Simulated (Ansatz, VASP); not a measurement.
## Sn: VASP beside Ansatz

```
CELL_PARAMETERS angstrom
6.10813 0.00000 0.00000
0.00000 6.10813 0.00000
0.00000 0.00000 6.10813
ATOMIC_POSITIONS crystal
Sn 0.50000 0.50000 0.00000
Sn 0.00000 0.50000 0.50000
Sn 0.50000 0.00000 0.50000
Sn 0.50000 0.50000 0.50000
Sn 0.50000 0.00000 0.00000
Sn 0.00000 0.50000 0.00000
Sn 0.00000 0.00000 0.50000
```

Alike in both runs: functional PBE; k mesh 4 × 4 × 4; occupations gaussian, width 0.1 eV; no spin polarisation.

Ansatz relaxed the structure, and its values are those at the end. VASP's run is a single point on that final structure, the one shown.

```csv
,VASP,Ansatz
version,VASP 6.6.1,Ansatz 0.2.0
potentials or method,"VASP PAW PBE potentials, release 64 (Sn_d), cutoff 520 eV","scalar-relativistic, plane waves, PAW"
valence electrons in the cell,98,98
```

|  | VASP | Ansatz | Ansatz less VASP |
| --- | --- | --- | --- |
| gap on the k mesh at the Fermi level (eV) | none | none | - |
| pressure (GPa) | 0.0 | 0.0 | +0.04 |

A gap of «none» marks a metal or a gap that the smearing closes.
